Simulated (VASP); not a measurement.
Here is a VASP 6.6.1 calculation.

File POSCAR:

```
Sn
1.0
   -2.0689875426      2.0689875426      1.6933321804
    2.0689875426     -2.0689875426      1.6933321804
    2.0689875426      2.0689875426     -1.6933321804
Sn
1
Direct
    0.0000000000      0.0000000000      0.0000000000
```

File INCAR.step1:

```
ALGO = Normal
EDIFF = 1E-5
ENCUT = 520
GGA = PE
ISIF = 2
ISMEAR = -1
LASPH = T
LCHARG = F
LREAL = F
LWAVE = T
NBANDS = 13
NELM = 80
PREC = Accurate
SIGMA = 0.05
```

The input INCAR.step2:

```
ALGO = Normal
EDIFF = 1E-6
ENCUT = 520
GGA = PE
HFSCREEN = 0.2079
ISIF = 2
ISMEAR = -1
ISTART = 1
LASPH = T
LCHARG = F
LHFCALC = T
LREAL = F
LWAVE = F
NBANDS = 13
NELM = 80
PREC = Accurate
PRECFOCK = Normal
SIGMA = 0.05
```

File KPOINTS:

```
k-points
0
Gamma
  6 6 6
```

Potentials or basis: VASP PAW PBE potentials, release 64 (Sn_d).

The run is started by

```bash
$ cat potpaw_PBE.64/Sn_d/POTCAR > POTCAR
$ cp INCAR.step1 INCAR
$ mpirun -np 1 vasp_std > vasp.out
$ cp INCAR.step2 INCAR
$ mpirun -np 1 vasp_std > vasp.out
```

Question: Estimate the pressure.

Answer: -2.6 GPa.

Question: Estimate the band gap on the k mesh.

Answer: Zero (bands 7 and 8 overlap by 9.19 eV).

Stress tensor (GPa, compression positive):
```
-1.92  0.00  0.00
 0.00 -1.92  0.00
 0.00  0.00 -4.09
```

Caveat: the k points lie up to 0.40 Å⁻¹ apart, too coarse for converged energies and pressures of a metal; the PAW data sets were made with another functional, which shifts forces and pressure a little; spin-orbit coupling is left out, which moves the levels of the heavy elements.
